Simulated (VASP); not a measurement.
Set up this calculation in VASP 6.6.1, as the native input.

- Task: single point
- Functional: PBE
- Potentials or basis: VASP PAW PBE potentials, release 64 (Zr_sv, Si)
- Cutoff: 520 eV
- k mesh: 6 × 8 × 8
- Occupations: gaussian, width 0.1 eV
- Spin: no spin polarisation
- Dipole correction: no
- Further INCAR settings: ALGO = Normal; EDIFF = 1e-06; NBANDS = 30

The structure of ZrSi7 lies in POSCAR:

```
ZrSi7
1.0
    5.2434660716      0.0000000000      0.0000000000
    0.0000000000      4.5106477082      2.6126762938
    0.0000000000     -4.5106477082      2.6126762938
Zr Si
1 7
Direct
    0.0000000000      0.9878411552      0.9878411552
    0.7423425278      0.0207255168      0.5137266977
    0.7423425278      0.5137266977      0.0207255168
    0.7446365973      0.4984627136      0.4984627136
    0.2576574722      0.0207255168      0.5137266977
    0.2576574722      0.5137266977      0.0207255168
    0.2553634027      0.4984627136      0.4984627136
    0.5000000000      0.9448329831      0.9448329831
```

The input as run:

INCAR

```
ALGO = Normal
EDIFF = 1E-6
ENCUT = 520
GGA = PE
ISIF = 2
ISMEAR = 0
LASPH = True
LCHARG = True
LELF = True
LREAL = False
LVHAR = True
LWAVE = False
NBANDS = 30
NELM = 100
PREC = Accurate
SIGMA = 0.1
```

KPOINTS

```
k-points
0
Gamma
  6 8 8
```

Potentials or basis: VASP PAW PBE potentials, release 64 (Zr_sv, Si).

Command:

```bash
$ cat potpaw_PBE.64/Zr_sv/POTCAR potpaw_PBE.64/Si/POTCAR > POTCAR
$ mpirun -np 1 vasp_std > vasp.out
```

It gave:

* Pressure: 0.0 GPa
* Largest force: 0.005 eV/Å
* Band gap on the k mesh: zero (bands 20 and 21 overlap by 1.83 eV)

It took 4.6 min on 1 thread of Intel(R) Xeon(R) Platinum 8488C (Sapphire Rapids), with other jobs on the host, peak memory 0.41 GiB.
